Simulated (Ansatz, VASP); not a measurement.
**AlN in VASP and in Ansatz**

```
Al N
1.0
     3.10669    0.00000    0.00000
    -1.55335    2.69048    0.00000
     0.00000    0.00000    4.97859
Al N
2 2
Direct
  0.33333 0.66667 0.99670
  0.66667 0.33333 0.49670
  0.33333 0.66667 0.37830
  0.66667 0.33333 0.87830
```

Alike in both runs: task single point; functional PBE; k mesh 12 × 12 × 6; no spin polarisation.

```csv
,VASP,Ansatz
version,VASP 6.6.1,Ansatz 0.2.0
potentials or method,"VASP PAW PBE potentials, release 64 (Al, N)","plane waves, PAW"
plane-wave cutoff (eV),520,420
occupations,"gaussian, width 0.01 eV",fixed
valence electrons in the cell,16,16
```

Ansatz gave:

```
gap on the k mesh at the Fermi level (eV)                     : 4.23
pressure (GPa)                                                : 4.6
traceless stress, the component that is largest in VASP (GPa) : -0.14
rms of the force components (eV/Å)                            : 0.005
```

**Question.** What did VASP give for the same quantities?

**Answer.** gap on the k mesh at the Fermi level (eV): 4.24; pressure (GPa): 4.4; traceless stress, the component that is largest in VASP (GPa): -0.10; rms of the force components (eV/Å): 0.005.

Atom by atom the forces differ by 0.000 eV/Å (rms over components).
